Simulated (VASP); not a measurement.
Write the native input for VASP 6.6.1 that does the following.

```yaml
Task: electric field gradients
Functional: PBE
Potentials_or_basis: VASP PAW PBE potentials, release 64 (Bi_d, Te)
Cutoff: 520 eV
k_mesh: 12 × 12 × 12
Occupations: fermi-dirac, width 0.02 eV
Spin: no spin polarisation
Dipole_correction: no
Further_INCAR_settings: ALGO = Normal; EDIFF = 1e-08; NBANDS = 18
```

The structure of BiTe lies in POSCAR:

```
BiTe
1.0
    0.0000000000      3.2350000000      3.2350000000
    3.2350000000      0.0000000000      3.2350000000
    3.2350000000      3.2350000000      0.0000000000
Bi Te
1 1
Direct
    0.0000000000      0.0000000000      0.0000000000
    0.5000000000      0.5000000000      0.5000000000
```

One way to write it, as run:

INCAR

```
SYSTEM = BiTe
PREC     = Accurate       ! precision mode
ENCUT    = 520            ! plane-wave cutoff, eV
EDIFF    = 1E-8           ! SCF threshold, eV
ISMEAR   = -1             ! smearing method
SIGMA    = 0.02           ! smearing width, eV
LREAL    = .FALSE.        ! projectors in reciprocal space
LASPH    = .TRUE.         ! aspherical terms in the spheres
NELM     = 60             ! most SCF steps
ALGO     = Normal         ! electronic algorithm
ISIF     = 2              ! what is computed and relaxed
LWAVE    = .FALSE.        ! write WAVECAR
LCHARG   = .FALSE.        ! write CHGCAR
GGA      = PE             ! functional
LEFG     = .TRUE.       
NBANDS   = 18             ! bands
```

KPOINTS

```
Automatic mesh
0
G
  12 12 12
  0 0 0
```

Potentials or basis: VASP PAW PBE potentials, release 64 (Bi_d, Te).

Run with:

```bash
$ cat potpaw_PBE.64/Bi_d/POTCAR potpaw_PBE.64/Te/POTCAR > POTCAR
$ mpirun -np 1 vasp_std > vasp.out
```

It gave:

```
Pressure                                : 0.7 GPa
Band gap on the k mesh                  : zero (an odd number of electrons rules out a gap without spin polarisation)
Largest electric field gradient by atom : under 0.05 V/Å² on every atom
```

Caveat: spin-orbit coupling is left out, which moves the levels of the heavy elements.

Wall time 3.8 min on 1 thread of AMD EPYC 7R13, on a shared host, peak memory 0.23 GiB.
